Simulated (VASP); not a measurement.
# P in VASP: a series of runs, part 2 of 2

VASP 6.6.1. The steps go on from the part before.

## (3) Single point, PBE (biaxial strain in the a-b plane: +3.0 %)

Input file INCAR:

```
SYSTEM = P
  ALGO = Normal
  EDIFF = 1E-7
  ENCUT = 520
  GGA = PE
  ISIF = 2
  ISMEAR = 0
  LASPH = .True.
  LCHARG = .True.
  LELF = .True.
  LREAL = .False.
  LVHAR = .True.
  LWAVE = .False.
  NBANDS = 18
  NELM = 60
  PREC = Accurate
  SIGMA = 0.02
```

Input file KPOINTS:

```
k-points
0
Gamma
  8 1 6
  0 0 0
```

Input file POSCAR:

```
P
1.0
    3.4022130975      0.0000000000      0.0000000000
    0.0000000000     35.9088537013      0.0000000000
    0.0000000000      0.0000000000      4.5515399909
P
4
Direct
    0.0000000000      0.9701924990      0.5879668096
    0.0000000000      0.0298075010      0.4120331904
    0.5000000000      0.0298075010      0.0879668096
    0.5000000000      0.9701924990      0.9120331904
```

Potentials or basis: VASP PAW PBE potentials, release 64 (P).

Launch:

```console
$ cat potpaw_PBE.64/P/POTCAR > POTCAR
$ mpirun -np 1 vasp_std > vasp.out
```

Wall time 3.2 min (1 thread of Intel Xeon 6975P-C (Granite Rapids), shared host); peak memory 0.61 GiB.

Results (log left out):

```yaml
Free_energy: -21.4208 eV
Largest_force: 0.268 eV/Å
Band_gap_on_the_k_mesh: 0.86 eV
```

Forces in eV/Å, atoms in the order of the input:
```
P    0.000  0.265 -0.042
P    0.000 -0.265  0.042
P    0.000 -0.265 -0.042
P    0.000  0.265  0.042
```

Levels at points of the mesh, in eV from the valence-band top:
| k point | band 6 | band 7 | band 8 | band 9 | band 10 | band 11 | band 12 | band 13 | band 14 | band 15 |
| --- | --- | --- | --- | --- | --- | --- | --- | --- | --- | --- |
| (0.00, 0.00, 0.00) | -4.30 | -3.62 | -2.06 | -1.59 | 0.00 | 0.86 | 1.27 | 2.22 | 3.14 | 4.42 |
| (0.50, 0.00, 0.00) | -4.70 | -2.66 | -2.66 | -1.98 | -1.98 | 1.32 | 1.32 | 2.17 | 2.17 | 3.52 |
| (0.00, 0.00, 0.50) | -2.90 | -2.81 | -2.81 | -1.17 | -1.17 | 1.68 | 1.68 | 3.30 | 3.30 | 3.55 |
| (0.50, 0.00, 0.50) | -4.82 | -4.61 | -4.61 | -1.23 | -1.23 | 2.31 | 2.31 | 4.08 | 4.08 | 5.54 |

Caveat: the cell differs from its parent crystal (biaxial strain in the a-b plane: +3.0 %).

## (4) Single point, PBE (biaxial strain in the a-b plane: +4.5 %, then relaxed in part)

Input file INCAR:

```
SYSTEM = P
PREC = Accurate
ENCUT = 520
EDIFF = 1E-6
ISMEAR = 0
SIGMA = 0.02
LREAL = .False.
LASPH = .True.
NELM = 100
ALGO = Normal
ISIF = 2
LWAVE = .False.
LCHARG = .True.
GGA = PE
LELF = .True.
LVHAR = .True.
NBANDS = 18
```

Input file KPOINTS:

```
regular mesh
0
Gamma
  8 1 6
  0 0 0
```

Input file POSCAR:

```
P
1.0
    3.4517598902      0.0000000000      0.0000000000
    0.0000000000     36.4317981727      0.0000000000
    0.0000000000      0.0000000000      4.4528087652
P
4
Direct
    0.0000000000      0.9709238816      0.5849076171
    0.0000000000      0.0290761184      0.4150923829
    0.5000000000      0.0290761184      0.0849076171
    0.5000000000      0.9709238816      0.9150923829
```

Potentials or basis: VASP PAW PBE potentials, release 64 (P).

Launch:

```console
$ cat potpaw_PBE.64/P/POTCAR > POTCAR
$ mpirun -np 1 vasp_std > vasp.out
```

OUTCAR:

```text
SYSTEM = P
   PREC = Accurate
   ENCUT = 520
   EDIFF = 1E-6
   ISMEAR = 0
   LREAL = .False.
   LASPH = .True.
   NELM = 100
   ISIF = 2
   GGA = PE

 ion  position               nearest neighbor table
   1  0.000  0.971  0.585-   2 2.25   4 2.27   4 2.27
   2  0.000  0.029  0.415-   1 2.25   3 2.27   3 2.27
   3  0.500  0.029  0.085-   4 2.25   2 2.27   2 2.27
   4  0.500  0.971  0.915-   3 2.25   1 2.27   1 2.27

  LATTYP: Found a simple orthorhombic cell.
[... 614 lines left out ...]

  FORCE on cell =-STRESS in cart. coord.  units (eV):
  Direction    XX          YY          ZZ          XY          YZ          ZX
  --------------------------------------------------------------------------------------
  -------------------------------------------------------------------------------------
  Total       -3.3471310     -0.1714886     -0.1481316      0.0000000      0.0000000      0.0000000
  in kB       -9.5769685     -0.4906713     -0.4238411      0.0000000      0.0000000      0.0000000
  external PRESSURE =      -3.4971603 kB  Pullay stress =       0.0000000 kB

 VOLUME and BASIS-vectors are now :
 -----------------------------------------------------------------------------
  energy-cutoff  :      520.00
  volume of cell :      559.96
      direct lattice vectors                 reciprocal lattice vectors
     3.451759890  0.000000000  0.000000000     0.289707289  0.000000000  0.000000000
     0.000000000 36.431798173  0.000000000     0.000000000  0.027448549  0.000000000
     0.000000000  0.000000000  4.452808765     0.000000000  0.000000000  0.224577352

 POSITION                                       TOTAL-FORCE (eV/Angst)
 -----------------------------------------------------------------------------------
      0.00000     35.37250      2.60448        -0.000000      0.037353      0.027067
      0.00000      1.05930      1.84833        -0.000000     -0.037353     -0.027067
      1.72588      1.05930      0.37808        -0.000000     -0.037353      0.027067
      1.72588     35.37250      4.07473         0.000000      0.037353     -0.027067
 -----------------------------------------------------------------------------------
    total drift:                               -0.000000     -0.000000     -0.000000

  FREE ENERGIE OF THE ION-ELECTRON SYSTEM (eV)
  ---------------------------------------------------
  free  energy   TOTEN  =       -21.3902368862 eV

  energy  without entropy=      -21.3902368862  energy(sigma->0) =      -21.39023689
```

stdout:

```text
POSCAR found type information on POSCAR P
 POSCAR found :  1 types and       4 ions
 scaLAPACK will be used
 LDA part: xc-table for (Slater+PW92), standard interpolation
 POSCAR, INCAR and KPOINTS ok, starting setup
 FFT: planning ... GRIDC
 FFT: planning ... GRID_SOFT
 FFT: planning ... GRID
 WAVECAR not read
 entering main loop
```

Wall time 3.1 min (1 thread of Intel Xeon 6975P-C (Granite Rapids), shared host); peak memory 0.63 GiB.

Results:

```
Free energy            : -21.3902 eV
Largest force          : 0.046 eV/Å
Band gap on the k mesh : 1.01 eV
```

Forces in eV/Å, atoms in the order of the input:
```
P    0.000  0.037  0.027
P    0.000 -0.037 -0.027
P    0.000 -0.037  0.027
P    0.000  0.037 -0.027
```

Caveat: the cell differs from its parent crystal (biaxial strain in the a-b plane: +4.5 %, then relaxed in part).

## (5) Single point, PBE (biaxial strain in the a-b plane: +4.5 %)

Input file INCAR:

```
PREC     = Accurate       # precision mode
ENCUT    = 520            # plane-wave cutoff, eV
EDIFF    = 1E-6           # SCF threshold, eV
ISMEAR   = 0              # smearing method
SIGMA    = 0.02           # smearing width, eV
LREAL    = False          # projectors in reciprocal space
LASPH    = True           # aspherical terms in the spheres
NELM     = 80             # most SCF steps
ALGO     = Normal         # electronic algorithm
ISIF     = 2              # what is computed and relaxed
LWAVE    = False          # write WAVECAR
LCHARG   = False          # write CHGCAR
GGA      = PE             # functional
NBANDS   = 18             # bands
```

Input file KPOINTS:

```
regular mesh
0
Gamma
  8 1 6
```

Input file POSCAR:

```
P
1.0
    3.4517598902      0.0000000000      0.0000000000
    0.0000000000     36.4317981727      0.0000000000
    0.0000000000      0.0000000000      4.5098252660
P
4
Direct
    0.0000000000      0.9705743070      0.5866631245
    0.0000000000      0.0294256930      0.4133368755
    0.5000000000      0.0294256930      0.0866631245
    0.5000000000      0.9705743070      0.9133368755
```

Launch:

```console
$ cat potpaw_PBE.64/P/POTCAR > POTCAR
$ mpirun -np 1 vasp_std > vasp.out
```

It took 3 min on 1 thread of Intel Xeon 6975P-C (Granite Rapids), shared host; peak memory 0.63 GiB.

It converged, with:

```yaml
Free_energy: -21.3780 eV
Largest_force: 0.274 eV/Å
Band_gap_on_the_k_mesh: 0.92 eV
```

Forces in eV/Å, atoms in the order of the input:
```
P    0.000  0.274 -0.006
P    0.000 -0.274  0.006
P    0.000 -0.274 -0.006
P    0.000  0.274  0.006
```

Levels at points of the mesh, in eV from the valence-band top:
```tsv
k point	band 7	band 8	band 9	band 10	band 11	band 12	band 13	band 14
(0.00, 0.00, 0.00)	-3.75	-2.14	-1.54	0.00	0.92	1.12	2.04	3.04
(0.50, 0.00, 0.00)	-2.63	-2.63	-1.98	-1.98	1.38	1.38	2.15	2.15
(0.00, 0.00, 0.50)	-2.87	-2.87	-1.16	-1.16	1.54	1.54	3.13	3.13
(0.50, 0.00, 0.50)	-4.65	-4.65	-1.26	-1.26	2.35	2.35	4.17	4.17
```

Caveat: the cell differs from its parent crystal (biaxial strain in the a-b plane: +4.5 %).

## (6) Overview

```csv
cell,gap on the mesh (eV),largest force (eV/Å)
"a = 3.402, b = 35.909, c = 4.520 Å, 4 atoms, atomic positions A",0.99,0.05
"a = 3.402, b = 35.909, c = 4.552 Å, 4 atoms, atomic positions B",0.86,0.27
"a = 3.452, b = 36.432, c = 4.453 Å, 4 atoms, atomic positions C",1.01,0.05
"a = 3.452, b = 36.432, c = 4.510 Å, 4 atoms, atomic positions A",0.92,0.27
```

Alike in all rows: task single point; level PBE; potentials or basis VASP PAW PBE potentials, release 64 (P); no spin polarisation; k mesh 8 × 1 × 6; cutoff (eV) 520; smearing gaussian 0.02 eV.

Absolute energies hang on the potentials; compare differences alone.
